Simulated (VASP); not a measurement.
Write the native input for VASP 6.6.1 that does the following.

```
Task                   : single point
Functional             : PBE
Potentials or basis    : VASP PAW PBE potentials, release 64 (Rh_pv)
Cutoff                 : 520 eV
k mesh                 : 21 × 21 × 12
Occupations            : gaussian, width 0.15 eV
Spin                   : no spin polarisation
Dipole correction      : no
Further INCAR settings : ALGO = Fast; EDIFF = 1e-07; NBANDS = 22
```

The structure of Rh lies in POSCAR:

```
Rh
1.0
    2.5621599575      0.0000000000      0.0000000000
   -1.2810799788      2.2188956117      0.0000000000
    0.0000000000      0.0000000000      4.5135009811
Rh
2
Direct
    0.6666666667      0.3333333333      0.7500000000
    0.3333333333      0.6666666667      0.2500000000
```

This isn't the form of Rh at room conditions, which is fcc.

These files were run (other wordings do the same):

INCAR

```
PREC = Accurate ; ENCUT = 520
EDIFF = 1E-7 ; ISMEAR = 0
SIGMA = 0.15 ; LREAL = F
LASPH = T ; NELM = 100
ALGO = Fast ; ISIF = 2
LWAVE = F ; LCHARG = T
GGA = PE ; LELF = T
LVHAR = T ; NBANDS = 22
```

KPOINTS

```
Automatic mesh
0
Gamma
  21 21 12
```

Potentials or basis: VASP PAW PBE potentials, release 64 (Rh_pv).

The run is started by

```bash
$ cat potpaw_PBE.64/Rh_pv/POTCAR > POTCAR
$ mpirun -np 1 vasp_std > vasp.out
```

Results of the run:

```json
{"Pressure": "33.2 GPa", "Band gap on the k mesh": "zero (bands 15 and 16 overlap by 2.94 eV)"}
```

Caveat: the stress differs along the axes, from 11 to 44 GPa.

Wall time 4.3 min on 1 thread of Intel Xeon 8259CL, on a shared host, peak memory 0.26 GiB.
